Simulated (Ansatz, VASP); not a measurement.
## P3O2: VASP beside Ansatz

```
P O
1.0
     3.05360    0.00000    0.00000
    -1.52680    2.64449    0.00000
     0.00000    0.00000   10.85355
P O
3 2
Direct
  0.00000 0.00000 0.00000
  0.33333 0.66667 0.55995
  0.66667 0.33333 0.44005
  0.33333 0.66667 0.08137
  0.66667 0.33333 0.91863
```

Alike in both runs: functional PBE; k mesh 6 × 6 × 4; occupations gaussian, width 0.1 eV; no spin polarisation.

Ansatz relaxed the structure, and its values are those at the end. VASP's run is a single point on that final structure, the one shown.

|  | VASP | Ansatz |
| --- | --- | --- |
| version | VASP 6.6.1 | Ansatz 0.2.0 |
| potentials or method | VASP PAW PBE potentials, release 64 (P, O), cutoff 520 eV | scalar-relativistic, plane waves, PAW |
| valence electrons in the cell | 27 | 27 |

```csv
,VASP,Ansatz,Ansatz less VASP
gap on the k mesh at the Fermi level (eV),none,none,-
pressure (GPa),-0.1,0.1,+0.18
rms of the force components (eV/Å),0.023,0.014,-0.0089
```

A gap of «none» marks a metal or a gap that the smearing closes.

The k mesh is coarse, so the values compare programs but aren't converged.
